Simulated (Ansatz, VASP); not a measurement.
One calculation of MnS, two programs

INCAR

```
SYSTEM = MnS
PREC     = Accurate       ! precision mode
ENCUT    = 600            ! plane-wave cutoff, eV
EDIFF    = 1E-6           ! SCF threshold, eV
ISMEAR   = -1             ! smearing method
SIGMA    = 0.05           ! smearing width, eV
LREAL    = .False.        ! projectors in reciprocal space
LASPH    = .True.         ! aspherical terms in the spheres
NELM     = 150            ! most SCF steps
ALGO     = Normal         ! electronic algorithm
ISIF     = 3              ! what is computed and relaxed
LWAVE    = .False.        ! write WAVECAR
LCHARG   = .False.        ! write CHGCAR
ISPIN    = 2              ! spin polarisation
MAGMOM   = 4 0            ! initial moments
LORBIT   = 11             ! projections on sites
LMAXMIX  = 4              ! l up to which the mixer works
LDAU     = .True.         ! DFT+U
LDAUTYPE = 2            
LDAUL    = 2 -1           ! shell
LDAUU    = 5 0            ! U, eV
LDAUJ    = 0 0          
LDAUPRINT= 1            
GGA      = CA             ! functional
IBRION   = 2              ! ionic algorithm
NSW      = 60             ! ionic steps
EDIFFG   = -0.01          ! ionic threshold
```

The input KPOINTS:

```
Automatic mesh
0
Gamma
  9 9 9
  0 0 0
```

POSCAR

```
MnS
1.0
    0.0000000000      2.6045000000      2.6045000000
    2.6045000000      0.0000000000      2.6045000000
    2.6045000000      2.6045000000      0.0000000000
Mn S
1 1
Direct
    0.0000000000      0.0000000000      0.0000000000
    0.5000000000      0.5000000000      0.5000000000
```

Contents of input.yaml:

```yaml
crystal:
  lattice:
    - [0.0, 2.6045, 2.6045]
    - [2.6045, 0.0, 2.6045]
    - [2.6045, 2.6045, 0.0]
  atoms:
    - { symbol: Mn, position: [0.0, 0.0, 0.0], spin: 4.0 }
    - { symbol: S, position: [0.5, 0.5, 0.5] }
hamiltonian:
  xc: lda
  pseudopotentials: { kind: paw }
  hubbard: { sites: [{ species: Mn, l: d, u_eff: 5.0 }] }
magnetization:
  spin_polarized: true
kpoints:
  mp_grid: { grid: [9, 9, 9] }
scf:
  occupations: { method: fermi_dirac, width: 0.05 }
output:
  forces: true
  stress: true
  eigenvalues: true
  write_density: true
  write_potential: true
  elf: true
  volumetric_format: npy
relax:
  f_tol: 0.01
  max_steps: 40
  cell: { stress_tol: 0.05 }
```

Alike in both runs: task relaxation of cell and atoms; functional LDA; k mesh 9 × 9 × 9; occupations fermi-dirac, width 0.05 eV; collinear spin; Hubbard terms Mn d U = 5.0 eV.

|  | VASP | Ansatz |
| --- | --- | --- |
| version | VASP 6.6.1 | Ansatz 0.2.0 |
| potentials or method | VASP PAW LDA potentials, release 64 (Mn_pv, S) | Ansatz PAW |
| plane-wave cutoff (eV) | 600 | 420 |
| valence electrons in the cell | 19 | 21 |

VASP gave:

* gap on the k mesh at the Fermi level, each at its own relaxed structure (eV): 0.51
* net moment per atom (μB): 2.50
* size of the moment on the site where the two differ most (μB): 4.58
* relaxed volume (Å³/atom): 17.26
* relaxed cell length with the largest relative difference (Å): 3.655

Problem. What did Ansatz give for the same quantities?

Solution. gap on the k mesh at the Fermi level, each at its own relaxed structure (eV): 1.00; net moment per atom (μB): 2.50; size of the moment on the site where the two differ most (μB): 4.49; relaxed volume (Å³/atom): 17.48; relaxed cell length with the largest relative difference (Å): 3.670.

LDA's correlation is that of Perdew and Zunger in VASP and of Perdew and Wang (1992) in Ansatz. Site moments also hang on the region over which each program counts them. The programs project onto different local orbitals, so the same U acts differently, and such runs can settle in different states. VASP's potentials hold 19 valence electrons a cell and Ansatz's 21, so a difference there can come from the potentials and not from the codes.

Noted on Ansatz's run: the magnetic or orbital state may not be the lowest; odd divisions of the mesh miss points on the zone boundary, where band edges often lie, so the gap on the mesh can be too wide; the plane-wave basis is chosen anew once the cell has moved, so the energies of steps on either side of that aren't comparable.
